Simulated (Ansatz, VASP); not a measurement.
# SnTe2: VASP beside Ansatz

The input POSCAR:

```
SnTe2
1.0
    0.0000000000      3.7010376726      3.7010376726
    3.7010376726      0.0000000000      3.7010376726
    3.7010376726      3.7010376726      0.0000000000
Sn Te
1 2
Direct
    0.0000000000      0.0000000000      0.0000000000
    0.2500000000      0.2500000000      0.2500000000
    0.7500000000      0.7500000000      0.7500000000
```

The input INCAR.step1:

```
ALGO = Normal
EDIFF = 1E-5
ENCUT = 520
GGA = PE
ISIF = 2
ISMEAR = -1
LASPH = T
LCHARG = F
LREAL = F
LWAVE = T
NBANDS = 20
NELM = 60
PREC = Accurate
SIGMA = 0.02
```

File INCAR.step2:

```
AEXX = 0.5
ALGO = Normal
EDIFF = 1E-6
ENCUT = 520
GGA = PE
HFSCREEN = 0.1
ISIF = 2
ISMEAR = -1
ISTART = 1
LASPH = T
LCHARG = F
LHFCALC = T
LREAL = F
LWAVE = F
NBANDS = 20
NELM = 60
PREC = Accurate
PRECFOCK = Normal
SIGMA = 0.02
```

The input KPOINTS:

```
k-points
0
Gamma
  4 4 4
```

Input for Ansatz:

```yaml
crystal:
  lattice:
    - [0.0, 3.7010376726, 3.7010376726]
    - [3.7010376726, 0.0, 3.7010376726]
    - [3.7010376726, 3.7010376726, 0.0]
  atoms:
    - { symbol: Sn, position: [0.0, 0.0, 0.0] }
    - { symbol: Te, position: [0.25, 0.25, 0.25] }
    - { symbol: Te, position: [0.75, 0.75, 0.75] }
kpoints:
  mp_grid: { grid: [4, 4, 4] }
hamiltonian:
  xc: { exchange: pbe, correlation: pbe, exx: { coeff: 0.5, omega: 0.1 } }
scf:
  occupations: { method: fermi_dirac, width: 0.02 }
  n_extra_bands: 4
output:
  forces: true
  stress: true
  eigenvalues: true
```

Alike in both runs: task single point; functional PBE-based screened hybrid; k mesh 4 × 4 × 4; occupations fermi-dirac, width 0.02 eV; no spin polarisation.

|  | VASP | Ansatz |
| --- | --- | --- |
| version | VASP 6.6.1 | Ansatz 0.2.0 |
| potentials or method | VASP PAW PBE potentials, release 64 (Sn_d, Te) | plane waves |
| plane-wave cutoff (eV) | 520 | 420 |
| valence electrons in the cell | 26 | 46 |

|  | VASP | Ansatz | Ansatz less VASP |
| --- | --- | --- | --- |
| pressure (GPa) | -2.8 | -2.1 | +0.71 |

VASP's potentials were made for PBE, not for PBE-based screened hybrid. VASP's potentials hold 26 valence electrons a cell and Ansatz's 46, so a difference there can come from the potentials and not from the codes. Ansatz's warnings: filled band counts differ across k points, stress exchange threshold loose, stress scf threshold loose.

The k mesh is coarse, so the values compare programs but aren't converged. Neither program's run includes spin-orbit coupling.
